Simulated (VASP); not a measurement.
# Ta (Immm) in VASP: further runs, part 2 of 2

VASP 6.6.1. The steps go on from the part before.

## 3. Single point, PBE (normal strain along x -0.1100, normal strain along z -0.1500)

Input file INCAR:

```
SYSTEM = Ta
PREC = Accurate
ENCUT = 520
EDIFF = 1E-6
ISMEAR = 0
SIGMA = 0.15
LREAL = .FALSE.
LASPH = .TRUE.
NELM = 80
ALGO = Fast
ISIF = 2
LWAVE = .FALSE.
LCHARG = .FALSE.
GGA = PE
NBANDS = 12
```

Input file KPOINTS:

```
Automatic mesh
0
G
  18 18 18
  0 0 0
```

Input file POSCAR:

```
Ta
1.0
   -1.4769403763      1.6594835689      1.4105610336
    1.4769403763     -1.6594835689      1.4105610336
    1.4769403763      1.6594835689     -1.4105610336
Ta
1
Direct
    0.0000000000      0.0000000000      0.0000000000
```

Potentials or basis: VASP PAW PBE potentials, release 64 (Ta_pv).

Started as:

```sh
$ cat potpaw_PBE.64/Ta_pv/POTCAR > POTCAR
$ mpirun -np 1 vasp_std > vasp.out
```

OUTCAR:

```text
SYSTEM = Ta
   PREC = Accurate
   ENCUT = 520
   EDIFF = 1E-6
   ISMEAR = 0
   LREAL = .FALSE.
   LASPH = .TRUE.
   NELM = 80
   ISIF = 2
   GGA = PE

 ion  position               nearest neighbor table
   1  0.000  0.000  0.000-

  LATTYP: Found a body centered orthorhombic cell.
 ALAT       =     2.8211220672
 B/A-ratio  =     1.0470588235
 C/A-ratio  =     1.1764705882

  Lattice vectors:

 A1 = (   1.4769403763,  -1.6594835689,   1.4105610336)
 A2 = (  -1.4769403763,  -1.6594835689,  -1.4105610336)
 A3 = (   1.4769403763,   1.6594835689,  -1.4105610336)

Analysis of symmetry for initial positions (statically):
=====================================================================
 Subroutine PRICEL returns:
 Original cell was already a primitive cell.

 Routine SETGRP: Setting up the symmetry group for a
 body centered orthorhombic supercell.

 Subroutine GETGRP returns: Found  8 space group operations
 (whereof  8 operations were pure point group operations)
 out of a pool of  8 trial point group operations.

The static configuration has the point symmetry D_2h.

Analysis of symmetry for dynamics (positions and initial velocities):
=====================================================================
 Subroutine PRICEL returns:
 Original cell was already a primitive cell.

 Routine SETGRP: Setting up the symmetry group for a
 body centered orthorhombic supercell.

 Subroutine GETGRP returns: Found  8 space group operations
 (whereof  8 operations were pure point group operations)
 out of a pool of  8 trial point group operations.

The dynamic configuration has the point symmetry D_2h.

 Subroutine INISYM returns: Found  8 space group operations
 (whereof  8 operations are pure point group operations),
 and found     1 'primitive' translations

----------------------------------------------------------------------------------------

                                     Primitive cell

  volume of cell :      13.8289

  direct lattice vectors                    reciprocal lattice vectors
[... 110 lines left out ...]
   GGA     = PE    functional components
   LHFCALC =     F    Hartree Fock is set to
   AEXX    =    0.0000 exact exchange contribution
   IVDW    =     0    specifies the selected vdW correction
   LEPSILON=     F    determine dielectric tensor
   LRPA    =     F    only Hartree local field effects (RPA)
 non-spin polarized calculation
 RMM-DIIS sequential band-by-band and
 Gauss-broadening in eV      SIGMA  =   0.15
  energy-cutoff  :      520.00
  volume of cell :       13.83
 maximum number of plane-waves:       394
   NGX =  9   NGY =  9   NGZ =  9

 number of electron      11.0000001 magnetization

 Free energy of the ion-electron system (eV)
  ---------------------------------------------------
  ext. energy  EPLUGINS =         0.00000000
  ---------------------------------------------------
  free energy    TOTEN  =       -10.65162579 eV

  energy without entropy =      -10.64163221  energy(sigma->0) =      -10.64662900

 E-fermi :   8.0642     XC(G=0): -14.0312

 val. band max:        8.0632451868   @ k =  -0.1667   0.5000   0.1667
 cond. band min:       8.0677248088   @ k =  -0.2778  -0.1667   0.1667
 fundamental gap:      0.0044796220
 Fermi energy:         8.0641748636

 k-point     1 :       0.0000    0.0000    0.0000
  band No.  band energies     occupation
      1     -24.1562      2.00000
      2     -24.1389      2.00000
      3     -24.1019      2.00000
      4      -0.9388      2.00000
      5       7.5567      2.00000
      6       8.4836      0.00008
      7      10.2313      0.00000
      8      10.8788      0.00000
      9      14.1192      0.00000
     10      22.5442      0.00000
     11      23.3993      0.00000
     12      24.9001      0.00000
[... 331 lines left out ...]
 k-point    24 :      -0.2778    0.0556   -0.0000
  band No.  band energies     occupation
      1     -25.5585      2.00000
      2     -24.5403      2.00000
      3     -24.1860      2.00000
      4       1.9381      2.00000
      5       6.9988      2.00000
      6       7.5152      2.00000
      7      11.3314      0.00000
      8      12.3513      0.00000
      9      13.2445      0.00000
     10      23.3774      0.00000
     11      23.6737      0.00000
     12      28.5915      0.00000

 [... further k-points ...]
[... 5 lines left out ...]
  --------------------------------------------------------------------------------------
  -------------------------------------------------------------------------------------
  Total        8.7719051      6.4818079      9.3964416      0.0000000      0.0000000      0.0000000
  in kB     1016.2878038    750.9636954   1088.6448078      0.0000000      0.0000000      0.0000000
  external PRESSURE =     951.9654357 kB  Pullay stress =       0.0000000 kB

 VOLUME and BASIS-vectors are now :
 -----------------------------------------------------------------------------
  energy-cutoff  :      520.00
  volume of cell :       13.83
      direct lattice vectors                 reciprocal lattice vectors
    -1.476940376  1.659483569  1.410561034     0.000000000  0.301298554  0.354468887
     1.476940376 -1.659483569  1.410561034     0.338537701  0.000000000  0.354468887
     1.476940376  1.659483569 -1.410561034     0.338537701  0.301298554  0.000000000

 POSITION                                       TOTAL-FORCE (eV/Angst)
 -----------------------------------------------------------------------------------
      0.00000      0.00000      0.00000         0.000000     -0.000000      0.000000
 -----------------------------------------------------------------------------------
    total drift:                                0.000000      0.000000      0.000000

  FREE ENERGIE OF THE ION-ELECTRON SYSTEM (eV)
  ---------------------------------------------------
  free  energy   TOTEN  =       -10.6516257876 eV

  energy  without entropy=      -10.6416322082  energy(sigma->0) =      -10.64662900
```

Wall time 45 s (1 thread of Intel Xeon 6975P-C (Granite Rapids), shared host); peak memory 0.24 GiB.

What came out:

- Free energy: -10.6516 eV
- Pressure: 95.2 GPa

Caveat: the cell differs from its parent crystal (normal strain along x -0.1100, normal strain along z -0.1500); spin-orbit coupling is left out, which moves the levels of the heavy elements.

## 4. Single point, PBE (normal strain along x +0.0550, normal strain along z +0.1125)

Input file INCAR:

```
PREC = Accurate
ENCUT = 520
EDIFF = 1E-6
ISMEAR = 0
SIGMA = 0.15
LREAL = False
LASPH = True
NELM = 100
ALGO = Fast
ISIF = 2
LWAVE = False
LCHARG = False
GGA = PE
NBANDS = 12
```

Input file KPOINTS:

```
Automatic mesh
0
Gamma
  18 18 18
```

Input file POSCAR:

```
Ta
1.0
   -1.7507551652      1.6594835689      1.8461754704
    1.7507551652     -1.6594835689      1.8461754704
    1.7507551652      1.6594835689     -1.8461754704
Ta
1
Direct
    0.0000000000      0.0000000000      0.0000000000
```

Potentials or basis: VASP PAW PBE potentials, release 64 (Ta_pv).

Started as:

```sh
$ cat potpaw_PBE.64/Ta_pv/POTCAR > POTCAR
$ mpirun -np 1 vasp_std > vasp.out
```

OUTCAR:

```text
PREC = Accurate
   ENCUT = 520
   EDIFF = 1E-6
   ISMEAR = 0
   LREAL = False
   LASPH = True
   NELM = 100
   ISIF = 2
   GGA = PE

 ion  position               nearest neighbor table
   1  0.000  0.000  0.000-

  LATTYP: Found a body centered orthorhombic cell.
 ALAT       =     3.3189671378
 B/A-ratio  =     1.0550000000
 C/A-ratio  =     1.1125000000

  Lattice vectors:

 A1 = (   1.7507551652,  -1.6594835689,  -1.8461754704)
 A2 = (  -1.7507551652,   1.6594835689,  -1.8461754704)
 A3 = (   1.7507551652,   1.6594835689,   1.8461754704)

Analysis of symmetry for initial positions (statically):
=====================================================================
 Subroutine PRICEL returns:
 Original cell was already a primitive cell.

 Routine SETGRP: Setting up the symmetry group for a
 body centered orthorhombic supercell.

 Subroutine GETGRP returns: Found  8 space group operations
 (whereof  8 operations were pure point group operations)
 out of a pool of  8 trial point group operations.

The static configuration has the point symmetry D_2h.

Analysis of symmetry for dynamics (positions and initial velocities):
=====================================================================
[... 162 lines left out ...]
 Fermi energy:         4.2052497596

 k-point     1 :       0.0000    0.0000    0.0000
  band No.  band energies     occupation
      1     -29.6058      2.00000
      2     -29.6012      2.00000
      3     -29.5891      2.00000
      4      -3.0629      2.00000
      5       4.3567      0.15342
      6       4.9582      0.00000
      7       5.4374      0.00000
      8       6.8387      0.00000
      9       8.0665      0.00000
     10      17.5978      0.00000
     11      18.3584      0.00000
     12      19.3263      0.00000
[... 331 lines left out ...]
 k-point    24 :      -0.2778    0.0556   -0.0000
  band No.  band energies     occupation
      1     -29.9424      2.00000
      2     -29.7051      2.00000
      3     -29.6187      2.00000
      4      -0.9696      2.00000
      5       3.8275      1.99963
      6       4.1062      1.64938
      7       6.9281      0.00000
      8       6.9446      0.00000
      9       7.8224      0.00000
     10      17.7068      0.00000
     11      18.2332      0.00000
     12      18.8942      0.00000

 [... further k-points ...]
[... 5 lines left out ...]
  --------------------------------------------------------------------------------------
  -------------------------------------------------------------------------------------
  Total       -2.9535384     -2.6942897     -3.3705122      0.0000000      0.0000000      0.0000000
  in kB     -220.5575150   -201.1979447   -251.6953260      0.0000000      0.0000000      0.0000000
  external PRESSURE =    -224.4835952 kB  Pullay stress =       0.0000000 kB

 VOLUME and BASIS-vectors are now :
 -----------------------------------------------------------------------------
  energy-cutoff  :      520.00
  volume of cell :       21.46
      direct lattice vectors                 reciprocal lattice vectors
    -1.750755165  1.659483569  1.846175470     0.000000000  0.301298554  0.270830161
     1.750755165 -1.659483569  1.846175470     0.285591047  0.000000000  0.270830161
     1.750755165  1.659483569 -1.846175470     0.285591047  0.301298554  0.000000000

 POSITION                                       TOTAL-FORCE (eV/Angst)
 -----------------------------------------------------------------------------------
      0.00000      0.00000      0.00000        -0.000000      0.000000     -0.000000
 -----------------------------------------------------------------------------------
    total drift:                                0.000000      0.000000     -0.000000

  FREE ENERGIE OF THE ION-ELECTRON SYSTEM (eV)
  ---------------------------------------------------
  free  energy   TOTEN  =       -11.5442637812 eV

  energy  without entropy=      -11.5256906769  energy(sigma->0) =      -11.53497723
```

stdout:

```text
POSCAR found type information on POSCAR Ta
 POSCAR found :  1 types and       1 ions
 scaLAPACK will be used
 LDA part: xc-table for (Slater+PW92), standard interpolation
 POSCAR, INCAR and KPOINTS ok, starting setup
 FFT: planning ... GRIDC
 FFT: planning ... GRID_SOFT
 FFT: planning ... GRID
 WAVECAR not read
 entering main loop
WARNING in EDDRMM: call to ZHEGV failed, returncode =   8  4     12
WARNING in EDDRMM: call to ZHEGV failed, returncode =   8  4     12
```

It took 68 s on 1 thread of Intel Xeon 6975P-C (Granite Rapids), shared host; peak memory 0.31 GiB.

Results:

```
Free energy : -11.5443 eV
Pressure    : -22.4 GPa
```

Caveat: the cell differs from its parent crystal (normal strain along x +0.0550, normal strain along z +0.1125); spin-orbit coupling is left out, which moves the levels of the heavy elements.

## 5. The runs side by side

```csv
cell,further INCAR settings,gap on the mesh (eV),pressure (GPa)
"a = 3.027 Å, angles 107.2, 113.5, 107.8°, 1 atom",ALGO = Fast; EDIFF = 1e-07; NBANDS = 12,none,-21.7
"a = 2.632 Å, angles 111.7, 101.8, 115.2°, 1 atom",ALGO = Fast; EDIFF = 1e-06; NBANDS = 12,none,95.2
"a = 3.038 Å, angles 109.6, 113.8, 105.1°, 1 atom",ALGO = Fast; EDIFF = 1e-06; NBANDS = 12,none,-22.4
```

Alike in all rows: task single point; level PBE; potentials or basis VASP PAW PBE potentials, release 64 (Ta_pv); no spin polarisation; k mesh 18 × 18 × 18; cutoff (eV) 520; smearing gaussian 0.15 eV.

Caveats: spin-orbit coupling is left out, which moves the levels of the heavy elements.

Total energies depend on the potentials used, so only differences within one code and one set of settings carry meaning.
